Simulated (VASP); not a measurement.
Here is a VASP 6.6.1 calculation.

INCAR

```
SYSTEM = ZnO
  PREC = Accurate
  ENCUT = 520
  EDIFF = 1E-7
  ISMEAR = -1
  SIGMA = 0.05
  LREAL = .FALSE.
  LASPH = .TRUE.
  NELM = 80
  ALGO = Normal
  ISIF = 2
  LWAVE = .FALSE.
  LCHARG = .FALSE.
  GGA = PS
  NBANDS = 26
```

KPOINTS

```
Automatic mesh
0
G
  9 9 5
  0 0 0
```

Contents of POSCAR:

```
ZnO
1.0
    3.2274999067      0.0000000000      0.0000000000
   -1.6137499533      2.7950969099      0.0000000000
    0.0000000000      0.0000000000      5.1707703030
Zn O
2 2
Direct
    0.6666666667      0.3333333333      0.0000000000
    0.3333333333      0.6666666667      0.5000000000
    0.3333333333      0.6666666667      0.8790100000
    0.6666666667      0.3333333333      0.3790100000
```

Potentials or basis: VASP PAW PBE potentials, release 64 (Zn, O).

The run is started by

```sh
$ cat potpaw_PBE.64/Zn/POTCAR potpaw_PBE.64/O/POTCAR > POTCAR
$ mpirun -np 1 vasp_std > vasp.out
```

Task: Estimate the band gap on the k mesh.

Result: 0.72 eV, direct.

Task: What does it give for the largest force?

Result: 0.073 eV/Å.

Stress tensor (GPa, compression positive):
```
1.92 0.00 0.00
0.00 1.92 0.00
0.00 0.00 3.75
```

Caveat: the PAW data sets were made with another functional, which shifts forces and pressure a little.
